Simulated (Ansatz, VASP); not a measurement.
## Ca: VASP beside Ansatz

The input INCAR:

```
SYSTEM = Ca
ALGO = Normal
EDIFF = 1E-8
ENCUT = 520
ISIF = 2
ISMEAR = -1
LASPH = .True.
LCHARG = .False.
LEFG = .True.
LREAL = .False.
LWAVE = .False.
NBANDS = 17
NELM = 60
PREC = Accurate
SIGMA = 0.08
```

File KPOINTS:

```
k-points
0
Gamma
  11 11 6
  0 0 0
```

Contents of POSCAR:

```
Ca
1.0
    3.9799995206      0.0000000000      0.0000000000
   -1.9899997603      3.4467806919      0.0000000000
    0.0000000000      0.0000000000      6.5200000000
Ca
2
Direct
    0.3333333333      0.6666666667      0.2500000000
    0.6666666667      0.3333333333      0.7500000000
```

Input for Ansatz:

```yaml
crystal:
  lattice:
    - [3.9799995206, 0.0, 0.0]
    - [-1.9899997603, 3.4467806919, 0.0]
    - [0.0, 0.0, 6.52]
  atoms:
    - { symbol: Ca, position: [0.3333333333, 0.6666666667, 0.25] }
    - { symbol: Ca, position: [0.6666666667, 0.3333333333, 0.75] }
kpoints:
  mp_grid: { grid: [11, 11, 6] }
  band_path:
    path:
      - [0.0, 0.0, 0.0]
      - [0.5, 0.0, 0.0]
      - [0.3333333333, 0.3333333333, 0.0]
      - [0.0, 0.0, 0.0]
      - [0.0, 0.0, 0.5]
      - [0.5, 0.0, 0.5]
      - [0.3333333333, 0.3333333333, 0.5]
      - [0.0, 0.0, 0.5]
      - [0.5, 0.0, 0.5]
    npoints: 5
scf:
  occupations: { method: fermi_dirac, width: 0.08 }
hamiltonian:
  xc: lda
  pseudopotentials: { kind: paw }
output:
  forces: true
  stress: true
  eigenvalues: true
  efg: { contact_densities: true }
```

Alike in both runs: task electric field gradients; functional LDA; k mesh 11 × 11 × 6; occupations fermi-dirac, width 0.08 eV; no spin polarisation.

|  | VASP | Ansatz |
| --- | --- | --- |
| version | VASP 6.6.1 | Ansatz 0.2.0 |
| potentials or method | VASP PAW LDA potentials, release 64 (Ca_sv) | PAW with Ansatz's default frozen-core files, scalar-relativistic |
| plane-wave cutoff (eV) | 520 | 420 |
| valence electrons in the cell | 20 | 20 |

Ansatz gave:

- pressure (GPa): -2.3
- size of Vzz on the site where it differs most (V/Å²): 2.7

Question: What did VASP give for the same quantities?

Answer: Pressure (GPa): -2.3; size of Vzz on the site where it differs most (V/Å²): 2.8.

LDA's correlation is that of Perdew and Zunger in VASP and of Perdew and Wang (1992) in Ansatz.
